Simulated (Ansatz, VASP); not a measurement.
**Be2WN3 in VASP and in Ansatz**

```
Be W N
1.0
     3.57085    0.00000    0.00000
     0.00000    3.57085    0.00000
     0.00000    0.00000    5.64348
Be W N
2 1 3
Direct
  0.50000 0.50000 0.47521
  0.00000 0.00000 0.25304
  0.00000 0.00000 0.66961
  0.50000 0.00000 0.47625
  0.00000 0.50000 0.47625
  0.00000 0.00000 0.98155
```

Alike in both runs: functional PBE; k mesh 3 × 3 × 3; occupations gaussian, width 0.15 eV; no spin polarisation.

Ansatz relaxed the structure, and its values are those at the end. VASP's run is a single point on that final structure, the one shown.

|  | VASP | Ansatz |
| --- | --- | --- |
| version | VASP 6.6.1 | Ansatz 0.2.0 |
| potentials or method | VASP PAW PBE potentials, release 64 (Be, W_sv, N_h), cutoff 1330 eV | scalar-relativistic, plane waves, PAW |
| valence electrons in the cell | 33 | 33 |

|  | VASP | Ansatz | Ansatz less VASP |
| --- | --- | --- | --- |
| gap on the k mesh at the Fermi level (eV) | none | none | - |
| pressure (GPa) | 0.8 | 0.2 | -0.61 |
| rms of the force components (eV/Å) | 0.071 | 0.021 | -0.0497 |

A gap of «none» marks a metal or a gap that the smearing closes.

The k mesh is coarse, so the values compare programs but aren't converged. Neither program's run includes spin-orbit coupling.
